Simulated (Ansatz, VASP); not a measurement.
One calculation of CuSn2O2, two programs

Contents of INCAR:

```
PREC = Accurate ; ENCUT = 520
EDIFF = 1E-6 ; ISMEAR = 0
SIGMA = 0.05 ; LREAL = False
LASPH = True ; NELM = 150
ALGO = Normal ; ISIF = 2
LWAVE = False ; LCHARG = False
ISPIN = 2 ; MAGMOM = 0 0 0 0 1
LORBIT = 11 ; LMAXMIX = 4
LDIPOL = True ; IDIPOL = 3
DIPOL = 0.5 0.5 0.303 ; GGA = PE
IVDW = 12 ; NBANDS = 38
```

KPOINTS

```
regular mesh
0
Gamma
  7 7 1
```

The input POSCAR:

```
CuSn2O2
1.0
    3.8201708766      0.0000000000      0.0000000000
    0.0000000000      3.8201708766      0.0000000000
    0.0000000000      0.0000000000     19.3630360333
Sn O Cu
2 2 1
Direct
    0.5000000000      0.0000000000      0.2065791745
    0.0000000000      0.5000000000      0.3286176828
    0.0000000000      0.0000000000      0.2675984287
    0.5000000000      0.5000000000      0.2675984287
    0.0000000000      1.0000000000      0.4422362288
```

Input for Ansatz:

```yaml
crystal:
  lattice:
    - [3.8201708766, 0.0, 0.0]
    - [0.0, 3.8201708766, 0.0]
    - [0.0, 0.0, 19.3630360333]
  atoms:
    - { symbol: Sn, position: [0.5, 0.0, 0.2065791745] }
    - { symbol: O, position: [0.0, 0.0, 0.2675984287] }
    - { symbol: O, position: [0.5, 0.5, 0.2675984287] }
    - { symbol: Sn, position: [0.0, 0.5, 0.3286176828] }
    - { symbol: Cu, position: [0.0, 1.0, 0.4422362288], spin: 1.0 }
basis:
  ecutwfc: 420
kpoints:
  mp_grid: { grid: [7, 7, 1] }
hamiltonian:
  xc: pbe
  pseudopotentials: { kind: paw, azcp: { folder: soft_1 } }
  dispersion: d3bj
scf:
  occupations: { method: gaussian, width: 0.05 }
output:
  forces: true
  eigenvalues: true
  populations: true
magnetization:
  spin_polarized: true
efield:
  axis: 3
  dipole_correction: true
  ramp_width: 0.04
```

Alike in both runs: task single point; functional PBE; dispersion D3(BJ); k mesh 7 × 7 × 1; occupations gaussian, width 0.05 eV; collinear spin.

```csv
,VASP,Ansatz
version,VASP 6.6.1,Ansatz 0.2.0
potentials or method,"VASP PAW PBE potentials, release 64 (Sn_d, O, Cu), cutoff 520 eV","scalar-relativistic, plane waves, PAW"
valence electrons in the cell,51,59
```

```csv
,VASP,Ansatz,Ansatz less VASP
gap on the k mesh at the Fermi level (eV),none,none,-
rms of the force components (eV/Å),0.286,0.280,-0.0067
net moment per atom (μB),0.00,0.00,0.000
```

A gap of «none» marks a metal or a gap that the smearing closes. VASP's potentials hold 51 valence electrons a cell and Ansatz's 59, so a difference there can come from the potentials and not from the codes. Ansatz's warnings: seeded moment not kept.
